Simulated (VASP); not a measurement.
Al16O (a cell with a defect): single point with PBE

Crystal: Al16O (a cell with a defect).

```
Al O
1.0
    -4.03893    4.03893    4.03893
     4.03893   -4.03893    4.03893
     4.03893    4.03893   -4.03893
Al O
16 1
Direct
  0.97992 0.99773 0.99770
  0.98822 0.25322 0.75230
  0.00350 0.49845 0.49847
  0.98824 0.75215 0.25307
  0.23356 0.99765 0.74394
  0.23527 0.24480 0.49861
  0.23529 0.49862 0.24474
  0.23353 0.74391 0.99752
  0.48089 0.99934 0.49844
  0.46530 0.22954 0.22947
  0.48078 0.49847 0.99940
  0.48885 0.75207 0.75206
  0.73436 0.99931 0.24478
  0.73452 0.24489 0.99928
  0.73441 0.49855 0.76757
  0.73452 0.76762 0.49842
  0.73448 0.49855 0.49850
```

* Program: VASP 6.6.1
* Task: single point
* Functional: PBE
* Potentials or basis: VASP PAW PBE potentials, release 64 (Al, O)
* Cutoff: 520 eV
* k mesh: 3 × 3 × 3
* Occupations: methfessel-paxton, width 0.1 eV
* Spin: no spin polarisation

```json
{
  "Pressure": "2.8 GPa",
  "Largest force": "0.011 eV/Å",
  "Band gap on the k mesh": "zero (band 27 reaches 9.35 eV, above the bottom of band 28 at 8.02 eV)"
}
```

Forces in eV/Å, atoms in the order of the input:
```
Al   0.000  0.001  0.000
Al  -0.005 -0.001 -0.002
Al  -0.005  0.003  0.003
Al   0.000 -0.004  0.001
Al   0.000  0.002  0.001
Al  -0.003 -0.001  0.003
Al  -0.001  0.006 -0.002
Al   0.002  0.001  0.003
Al   0.002 -0.004 -0.001
Al  -0.008 -0.005 -0.006
Al  -0.001 -0.001  0.000
Al   0.000  0.002  0.003
Al   0.001 -0.002  0.004
Al   0.002  0.002 -0.006
Al   0.006  0.005 -0.004
Al   0.008 -0.004  0.003
O    0.001  0.002  0.001
```

Levels at points of the mesh, in eV from the Fermi level:
```tsv
k point	band 23	band 24	band 25	band 26	band 27	band 28	band 29	band 30	band 31	band 32
(0.00, 0.00, 0.00)	-1.00	1.22	1.23	1.23	1.23	1.23	1.27	1.27	1.27	1.69
```

Run time: 2.4 min on 1 thread of Intel(R) Xeon(R) 6975P-C (Granite Rapids) (shared host), peak memory 0.4 GiB.

Caveat: the k points lie up to 0.37 Å⁻¹ apart.
